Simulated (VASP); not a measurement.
# SnTe (Fm-3m) in VASP: a series of runs

The runs below take SnTe through single point, with RPBE+D3(BJ), PBEsol+D4.

All numbers are computed with VASP 6.6.1; they aren't measurements. Logs are shortened: lines on timing, memory, paths and dates and some standing lists are left out, and cuts for length are marked.

## Step 1: The cell of the first run

It takes space group Fm-3m (No. 225, cubic). Conventional cell: a = 5.872 Å, b = 5.872 Å, c = 5.872 Å, α = 90.00°, β = 90.00°, γ = 90.00°. Te (site symmetry m-3m) has 6 Sn at 2.94 Å within 3.9 Å. Within 3.9 Å of Sn (site symmetry m-3m) lie 6 Te at 2.94 Å.

## Step 2: Single point, RPBE+D3(BJ)

The input, INCAR:

```
SYSTEM = SnTe
ALGO = Normal
EDIFF = 1E-6
ENCUT = 520
GGA = RP
ISIF = 2
ISMEAR = -1
IVDW = 12
LASPH = .TRUE.
LCHARG = .TRUE.
LELF = .TRUE.
LREAL = .FALSE.
LVHAR = .TRUE.
LWAVE = .FALSE.
NBANDS = 17
NELM = 80
PREC = Accurate
SIGMA = 0.05
```

The input, KPOINTS:

```
k-points
0
G
  7 7 7
  0 0 0
```

The input, POSCAR:

```
SnTe
1.0
    0.0000000000      2.9359453282      2.9359453282
    2.9359453282      0.0000000000      2.9359453282
    2.9359453282      2.9359453282      0.0000000000
Te Sn
1 1
Direct
    0.5000000000      0.5000000000      0.5000000000
    0.0000000000      0.0000000000      0.0000000000
```

Potentials or basis: VASP PAW PBE potentials, release 64 (Te, Sn_d).

On the command line:

```bash
cat potpaw_PBE.64/Te/POTCAR potpaw_PBE.64/Sn_d/POTCAR > POTCAR
mpirun -np 1 vasp_std > vasp.out
```

OUTCAR:

```text
SYSTEM = SnTe
   EDIFF = 1E-6
   ENCUT = 520
   GGA = RP
   ISIF = 2
   ISMEAR = -1
   IVDW = 12
   LASPH = .TRUE.
   LREAL = .FALSE.
   NELM = 80
   PREC = Accurate
 IVDW          = 12

 ion  position               nearest neighbor table
   1  0.500  0.500  0.500-   2 2.94   2 2.94   2 2.94   2 2.94   2 2.94   2 2.94
   2  0.000  0.000  0.000-   1 2.94   1 2.94   1 2.94   1 2.94   1 2.94   1 2.94

  LATTYP: Found a face centered cubic cell.
 ALAT       =     5.8718906564

  Lattice vectors:

 A1 = (   0.0000000000,   2.9359453282,   2.9359453282)
 A2 = (   2.9359453282,   0.0000000000,   2.9359453282)
 A3 = (   2.9359453282,   2.9359453282,   0.0000000000)

Analysis of symmetry for initial positions (statically):
=====================================================================
 Subroutine PRICEL returns:
 Original cell was already a primitive cell.

 Routine SETGRP: Setting up the symmetry group for a
 face centered cubic supercell.

 Subroutine GETGRP returns: Found 48 space group operations
 (whereof 48 operations were pure point group operations)
 out of a pool of 48 trial point group operations.

The static configuration has the point symmetry O_h .

Analysis of symmetry for dynamics (positions and initial velocities):
=====================================================================
 Subroutine PRICEL returns:
 Original cell was already a primitive cell.

 Routine SETGRP: Setting up the symmetry group for a
 face centered cubic supercell.

 Subroutine GETGRP returns: Found 48 space group operations
 (whereof 48 operations were pure point group operations)
 out of a pool of 48 trial point group operations.

The dynamic configuration has the point symmetry O_h .

 Subroutine INISYM returns: Found 48 space group operations
 (whereof 48 operations are pure point group operations),
 and found     1 'primitive' translations

----------------------------------------------------------------------------------------

                                     Primitive cell

  volume of cell :      50.6144

  direct lattice vectors                    reciprocal lattice vectors
     0.000000000  2.935945328  2.935945328    -0.170302899  0.170302899  0.170302899
     2.935945328  0.000000000  2.935945328     0.170302899 -0.170302899  0.170302899
     2.935945328  2.935945328  0.000000000     0.170302899  0.170302899 -0.170302899

  length of vectors
     4.152053702  4.152053702  4.152053702     0.294973273  0.294973273  0.294973273

  position of ions in fractional coordinates (direct lattice)
     0.500000000  0.500000000  0.500000000
     0.000000000  0.000000000  0.000000000

  ion indices of the primitive-cell ions
   primitive index   ion index
                 1           1
                 2           2

----------------------------------------------------------------------------------------

 KPOINTS: k-points

Automatic generation of k-mesh.
 Grid dimensions read from file:
 generate k-points for:    7    7    7

 Generating k-lattice:

  Cartesian coordinates                     Fractional coordinates (reciprocal lattice)
    -0.024328986  0.024328986  0.024328986     0.142857143  0.000000000  0.000000000
     0.024328986 -0.024328986  0.024328986     0.000000000  0.142857143  0.000000000
     0.024328986  0.024328986 -0.024328986     0.000000000  0.000000000  0.142857143

  Length of vectors
     0.042139039  0.042139039  0.042139039

  Shift w.r.t. Gamma in fractional coordinates (k-lattice)
     0.000000000  0.000000000  0.000000000

 Subroutine IBZKPT returns following result:
 ===========================================

 Found     20 irreducible k-points:

 Following reciprocal coordinates:
            Coordinates               Weight
  0.000000  0.000000  0.000000      1.000000
  0.142857  0.000000  0.000000      8.000000
  0.285714  0.000000  0.000000      8.000000
  0.428571  0.000000  0.000000      8.000000
  0.142857  0.142857  0.000000      6.000000
  0.285714  0.142857  0.000000     24.000000
[... 12 lines left out ...]
 -0.428571  0.428571  0.142857     24.000000
 -0.285714  0.428571  0.142857     24.000000
   k-points           NKPTS =     20   k-points in BZ     NKDIM =     20   number of bands    NBANDS=     17
   number of dos      NEDOS =    301   number of ions     NIONS =      2
   total plane-waves  NPLWV =  32768
   dimension x,y,z NGX =    32 NGY =   32 NGZ =   32
   dimension x,y,z NGXF=    64 NGYF=   64 NGZF=   64
   ions per type =               1   1
   NGX,Y,Z   is equivalent  to a cutoff of  12.81, 12.81, 12.81 a.u.
   NGXF,Y,Z  is equivalent  to a cutoff of  25.63, 25.63, 25.63 a.u.
 SYSTEM =  SnTe
   PREC   = accura    normal or accurate (medium, high low for compatibility)
   ISTART =      0    job   : 0-new  1-cont  2-samecut
   ICHARG =      2    charge: 1-file 2-atom 10-const
   ISPIN  =      1    spin polarized calculation?
   LNONCOLLINEAR =      F non collinear calculations
   LSORBIT =      F    spin-orbit coupling
   LASPH  =      T    aspherical Exc in radial PAW
   ENCUT  =  520.0 eV  38.22 Ry    6.18 a.u.   7.72  7.72  7.72*2*pi/ulx,y,z
   NELM   =     80;   NELMIN=  2; NELMDL= -5     # of ELM steps
   EDIFF  = 0.1E-05   stopping-criterion for ELM
   LREAL  =      F    real-space projection
   EDIFFG = 0.1E-04   stopping-criterion for IOM
   NSW    =      0    number of steps for IOM
   IBRION =     -1    ionic relax: 0-MD 1-quasi-New 2-CG
   NFREE  =      0    steps in history (QN), initial steepest desc. (CG)
   ISIF   =      2    stress and relaxation
   ISYM   =      2    0-nonsym 1-usesym 2-fastsym
   POTIM  = 0.5000    time-step for ionic-motion
   TEBEG  =    0.0;   TEEND  =   0.0 temperature during run
   PSTRESS=    0.0 pullay stress
   NELECT =      20.0000    total number of electrons
   NUPDOWN=      -1.0000    fix difference up-down
   EMIN   =  10.00;   EMAX   =-10.00  energy-range for DOS
   EFERMI =   0.00;   METHOD = LEGACY
   ISMEAR =    -1;   SIGMA  =   0.05  broadening in eV -4-tet -1-fermi 0-gaus
   EFERMI_NEDOS =   21; number of points for ismear=-14 and -15
   IALGO  =     38    algorithm
   IMIX   =      4    mixing-type and parameters
     AMIX     =   0.40;   BMIX     =  1.00
     AMIX_MAG =   1.60;   BMIX_MAG =  1.00
  volume/ion in A,a.u.               =      25.31       170.78
  Fermi-wavevector in a.u.,A,eV,Ry     =   1.201324  2.270173 19.635651  1.443180
  Thomas-Fermi vector in A             =   2.337136
   LORBIT       =      0    0 simple, 1 ext, 2 COOP (PROOUT), +10 PAW based schemes
   GGA     = RP    functional components
   LHFCALC =     F    Hartree Fock is set to
   AEXX    =    0.0000 exact exchange contribution
   IVDW    =    12    specifies the selected vdW correction
   LEPSILON=     F    determine dielectric tensor
   LRPA    =     F    only Hartree local field effects (RPA)
 non-spin polarized calculation
  energy-cutoff  :      520.00
  volume of cell :       50.61
 maximum number of plane-waves:      1374
   NGX = 15   NGY = 15   NGZ = 15

 number of electron      19.9999996 magnetization

 Free energy of the ion-electron system (eV)
  ---------------------------------------------------
  ext. energy  EPLUGINS =         0.00000000
  ---------------------------------------------------
  free energy    TOTEN  =        -6.01599102 eV

  energy without entropy =       -6.01316404  energy(sigma->0) =       -6.01457753

 E-fermi :  10.0138     XC(G=0): -10.4062

 val. band max:        9.8966003807   @ k =  -0.1429   0.1429   0.0000
 cond. band min:      10.1335134956   @ k =   0.4286   0.0000   0.0000
 fundamental gap:      0.2369131148
 Fermi energy:        10.0138442293

 k-point     1 :       0.0000    0.0000    0.0000
  band No.  band energies     occupation
      1     -12.1784      2.00000
      2     -12.1784      2.00000
      3     -12.1582      2.00000
      4     -12.1582      2.00000
      5     -12.1582      2.00000
      6      -4.5824      2.00000
[... 9 lines left out ...]
     16      14.3154      0.00000
     17      16.1635      0.00000

 k-point     2 :       0.1429    0.0000    0.0000
  band No.  band energies     occupation
      1     -12.1810      2.00000
      2     -12.1810      2.00000
      3     -12.1578      2.00000
      4     -12.1555      2.00000
      5     -12.1555      2.00000
      6      -4.3523      2.00000
[... 9 lines left out ...]
     16      14.8201      0.00000
     17      17.8719      0.00000

 k-point     3 :       0.2857    0.0000    0.0000
  band No.  band energies     occupation
      1     -12.1877      2.00000
      2     -12.1877      2.00000
      3     -12.1569      2.00000
      4     -12.1485      2.00000
      5     -12.1484      2.00000
      6      -3.7001      2.00000
[... 9 lines left out ...]
     16      16.1474      0.00000
     17      21.2058      0.00000

 k-point     4 :       0.4286    0.0000    0.0000
  band No.  band energies     occupation
      1     -12.1935      2.00000
      2     -12.1935      2.00000
      3     -12.1563      2.00000
      4     -12.1424      2.00000
      5     -12.1424      2.00000
      6      -2.8717      2.00000
[... 9 lines left out ...]
     16      18.1436      0.00000
     17      20.6965      0.00000
[... 263 lines left out ...]
      1     -12.2073      2.00000
      2     -12.1849      2.00000
      3     -12.1539      2.00000
      4     -12.1458      2.00000
      5     -12.1377      2.00000
      6      -2.4329      2.00000
[... 9 lines left out ...]
     16      19.0050      0.00000
     17      20.6782      0.00000

 k-point    19 :      -0.4286    0.4286    0.1429
  band No.  band energies     occupation
      1     -12.2212      2.00000
      2     -12.1752      2.00000
      3     -12.1617      2.00000
      4     -12.1395      2.00000
      5     -12.1330      2.00000
      6      -2.2068      2.00000
[... 9 lines left out ...]
     16      20.3289      0.00000
     17      20.9439      0.00000

 k-point    20 :      -0.2857    0.4286    0.1429
  band No.  band energies     occupation
      1     -12.2152      2.00000
      2     -12.1814      2.00000
      3     -12.1540      2.00000
      4     -12.1466      2.00000
      5     -12.1331      2.00000
      6      -2.0411      2.00000
[... 9 lines left out ...]
     16      20.0748      0.00000
     17      21.1920      0.00000

------------------------ aborting loop because EDIFF is reached ----------------------------------------

 Edisp (eV)   -4.86025

 E8    (eV) :    -3.2709

  FORCE on cell =-STRESS in cart. coord.  units (eV):
  Direction    XX          YY          ZZ          XY          YZ          ZX
  --------------------------------------------------------------------------------------
  -------------------------------------------------------------------------------------
  Total      -0.00208    -0.00208    -0.00208    -0.00000     0.00000    -0.00000
  in kB      -0.06594    -0.06594    -0.06594    -0.00000     0.00000    -0.00000
  external pressure =       -0.07 kB  Pullay stress =        0.00 kB

 VOLUME and BASIS-vectors are now :
 -----------------------------------------------------------------------------
  energy-cutoff  :      520.00
  volume of cell :       50.61
      direct lattice vectors                 reciprocal lattice vectors
     0.000000000  2.935945328  2.935945328    -0.170302899  0.170302899  0.170302899
     2.935945328  0.000000000  2.935945328     0.170302899 -0.170302899  0.170302899
     2.935945328  2.935945328  0.000000000     0.170302899  0.170302899 -0.170302899

 POSITION                                       TOTAL-FORCE (eV/Angst)
 -----------------------------------------------------------------------------------
      2.93595      2.93595      2.93595         0.000000      0.000000      0.000000
      0.00000      0.00000      0.00000         0.000000     -0.000000     -0.000000
 -----------------------------------------------------------------------------------
    total drift:                                0.000000     -0.000000     -0.000000

  FREE ENERGIE OF THE ION-ELECTRON SYSTEM (eV)
  ---------------------------------------------------
  free  energy   TOTEN  =       -10.8762442854 eV

  energy  without entropy=      -10.8734173016  energy(sigma->0) =      -10.87483079
```

Wall time 17 s (1 thread of Intel Xeon 6975P-C (Granite Rapids), shared host); peak memory 0.18 GiB.

What came out:

```yaml
Free_energy: -10.8762 eV
Pressure: 0.0 GPa
Dispersion_energy_per_atom: -2.430 eV
```

Levels at points of the mesh, in eV from the Fermi level:
```tsv
k point	band 8	band 9	band 10	band 11	band 12	band 13
(0.00, 0.00, 0.00)	-2.77	-2.77	-2.77	3.80	3.80	3.80
```

Caveat: this odd mesh misses L, so gap, dielectric constants and Born charges aren't listed; the PAW data sets were made with another functional, which shifts forces and pressure a little; spin-orbit coupling is left out, which moves the levels of the heavy elements.

## Step 3: Single point, PBEsol+D4

This run uses another cell than the first one, of 30.25 Å³/atom.

The input, INCAR:

```
PREC = Accurate ; ENCUT = 520
EDIFF = 1E-7 ; ISMEAR = -1
SIGMA = 0.05 ; LREAL = False
LASPH = True ; NELM = 100
ALGO = Normal ; ISIF = 2
LWAVE = False ; LCHARG = False
GGA = PS ; IVDW = 13
NBANDS = 17
```

The input, KPOINTS:

```
Automatic mesh
0
Gamma
  7 7 7
```

The input, POSCAR:

```
SnTe
1.0
    0.0000000000      3.1158974386      3.1158974386
    3.1158974386      0.0000000000      3.1158974386
    3.1158974386      3.1158974386      0.0000000000
Te Sn
1 1
Direct
    0.5000000000      0.5000000000      0.5000000000
    0.0000000000      0.0000000000      0.0000000000
```

Potentials or basis: VASP PAW PBE potentials, release 64 (Te, Sn_d).

On the command line:

```bash
cat potpaw_PBE.64/Te/POTCAR potpaw_PBE.64/Sn_d/POTCAR > POTCAR
mpirun -np 1 vasp_std > vasp.out
```

Run time: 29 s. Hardware: 1 thread of Intel Xeon 6975P-C (Granite Rapids), shared host; peak memory 0.2 GiB.

Results (log left out):

```yaml
Free_energy: -8.8607 eV
Pressure: 0.0 GPa
Dispersion_energy_per_atom: -0.261 eV
```

Levels at points of the mesh, in eV from the Fermi level:
```
           k point  band 6  band 7  band 8  band 9  band 10  band 11  band 12  band 13  band 14  band 15
(0.00, 0.00, 0.00)  -13.13   -4.63   -2.28   -2.28    -2.28     3.36     3.36     3.36     4.61     4.61
```

Caveat: this odd mesh misses L, so gap, dielectric constants and Born charges aren't listed; the PAW data sets were made with another functional, which shifts forces and pressure a little; spin-orbit coupling is left out, which moves the levels of the heavy elements.
